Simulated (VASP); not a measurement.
InSe2:

```
In Se
1.0
     3.89489    0.00000    0.00000
     0.00000    3.89489    0.00000
     0.00000    0.00000    9.62623
In Se
2 4
Direct
  0.00000 0.50000 0.70647
  0.50000 0.00000 0.29353
  0.00000 0.50000 0.36621
  0.50000 0.00000 0.63379
  0.00000 0.00000 0.00000
  0.50000 0.50000 0.00000
```

| Quantity | Value |
| --- | --- |
| Program | VASP 6.6.1 |
| Task | relaxation of cell and atoms |
| Functional | PBE |
| Potentials or basis | VASP PAW PBE potentials, release 64 (In_d, Se) |
| Cutoff | 600 eV |
| k mesh | 4 × 4 × 2 |
| Occupations | gaussian, width 0.1 eV |
| Spin | no spin polarisation |

At the start: pressure 0.2 GPa; volume 24.34 Å³/atom.

Task: How do energy, volume and symmetry change on relaxing?

Result: Over 18 steps the energy falls by 2.8 meV/atom and the volume is 24.69 Å³/atom (+1.4 %); space group P4/nmm (No. 129, to 0.1 Å) before and after.

The path:
```tsv
step	energy change (eV)	largest force (eV/Å)	pressure (GPa)	volume (Å³)
1	0.0000	0.1528	0.24	146.03
2	-0.0041	0.1362	0.06	146.80
3	-0.0093	0.0991	-0.39	148.94
4	-0.0119	0.0701	-0.06	148.48
5	-0.0121	0.0587	0.07	148.30
6	-0.0128	0.0523	0.08	148.37
7	-0.0143	0.0354	0.03	148.58
8	-0.0153	0.0530	-0.06	149.00
9	-0.0163	0.0408	-0.05	148.63
10	-0.0168	0.0267	0.01	148.26
11	-0.0166	0.0164	0.15	147.52
12	-0.0170	0.0169	0.05	148.02
13	-0.0170	0.0148	0.06	147.97
14	-0.0167	0.0028	-0.19	148.50
15	-0.0170	0.0112	-0.01	148.11
16	-0.0170	0.0115	0.00	148.10
17	-0.0170	0.0113	0.00	148.11
18	-0.0170	0.0050	-0.01	148.13
```

Final structure:
```cif
data_structure
_symmetry_space_group_name_H-M 'P 1'
_symmetry_Int_Tables_number 1
_cell_length_a 3.9047
_cell_length_b 3.9047
_cell_length_c 9.7160
_cell_angle_alpha 90.000
_cell_angle_beta 90.000
_cell_angle_gamma 90.000
_cell_volume 148.13
loop_
_atom_site_label
_atom_site_type_symbol
_atom_site_fract_x
_atom_site_fract_y
_atom_site_fract_z
_atom_site_occupancy
In1 In 0.00000 0.50000 0.69546 1
In2 In 0.50000 0.00000 0.30454 1
Se1 Se 0.00000 0.50000 0.36609 1
Se2 Se 0.50000 0.00000 0.63391 1
Se3 Se 0.00000 0.00000 0.00000 1
Se4 Se 0.50000 0.50000 0.00000 1
```

Caveat: the k points lie up to 0.40 Å⁻¹ apart in the final cell, too coarse for converged energies and pressures of a metal.
